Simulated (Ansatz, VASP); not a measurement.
## Si in VASP and in Ansatz

POSCAR

```
Si
1.0
    2.5632758802      0.0000000000      0.0000000000
   -1.2816379401      2.2198620292      0.0000000000
    0.0000000000      0.0000000000      2.5561440493
Si
1
Direct
    0.0000000000      0.0000000000      0.0000000000
```

INCAR.step1

```
ALGO     = Normal         # electronic algorithm
EDIFF    = 1E-4           # SCF threshold, eV
ENCUT    = 520            # plane-wave cutoff, eV
GGA      = PE             # functional
ISMEAR   = 0              # smearing method
LASPH    = True           # aspherical terms in the spheres
LCHARG   = False          # write CHGCAR
LREAL    = False          # projectors in reciprocal space
LWAVE    = True           # write WAVECAR
NBANDS   = 8              # bands
NELM     = 80             # most SCF steps
PREC     = Accurate       # precision mode
SIGMA    = 0.15           # smearing width, eV
```

INCAR.step2

```
ALGO     = Normal         # electronic algorithm
EDIFF    = 1E-6           # SCF threshold, eV
ENCUT    = 520            # plane-wave cutoff, eV
ISIF     = 2              # what is computed and relaxed
ISMEAR   = 0              # smearing method
ISTART   = 1            
LASPH    = True           # aspherical terms in the spheres
LCHARG   = False          # write CHGCAR
LMIXTAU  = True         
LREAL    = False          # projectors in reciprocal space
LWAVE    = False          # write WAVECAR
METAGGA  = R2SCAN         # meta-GGA
NBANDS   = 8              # bands
NELM     = 80             # most SCF steps
PREC     = Accurate       # precision mode
SIGMA    = 0.15           # smearing width, eV
```

KPOINTS

```
k-points
0
Gamma
  24 24 24
```

Input for Ansatz:

```yaml
crystal:
  lattice:
    - [2.5632758802, 0.0, 0.0]
    - [-1.2816379401, 2.2198620292, 0.0]
    - [0.0, 0.0, 2.5561440493]
  atoms:
    - { symbol: Si, position: [0.0, 0.0, 0.0] }
basis:
  ecutwfc: 500
kpoints:
  mp_grid: { grid: [24, 24, 24] }
hamiltonian:
  xc: r2scan
scf:
  occupations: { method: gaussian, width: 0.15 }
output:
  forces: true
  stress: true
  eigenvalues: true
```

Change from the starting cell: strain -0.025 along x and y, +0.025 along z, atoms carried along.

Alike in both runs: task single point; functional r2SCAN; k mesh 24 × 24 × 24; occupations gaussian, width 0.15 eV; no spin polarisation.

|  | VASP | Ansatz |
| --- | --- | --- |
| version | VASP 6.6.1 | Ansatz 0.2.0 |
| potentials or method | VASP PAW PBE potentials, release 64 (Si), cutoff 520 eV | scalar-relativistic, plane waves, PAW |
| valence electrons in the cell | 4 | 4 |

```tsv
	VASP	Ansatz	Ansatz less VASP
gap on the k mesh at the Fermi level (eV)	none	none	-
pressure (GPa)	3.0	3.1	+0.08
traceless stress, the component that is largest in VASP (GPa)	-9.69	-9.65	+0.038
```

VASP's potentials were made for PBE, not for r2SCAN. A gap of «none» marks a metal or a gap that the smearing closes. With one functional, cell and mesh, what is left measures potentials, basis and numerics.
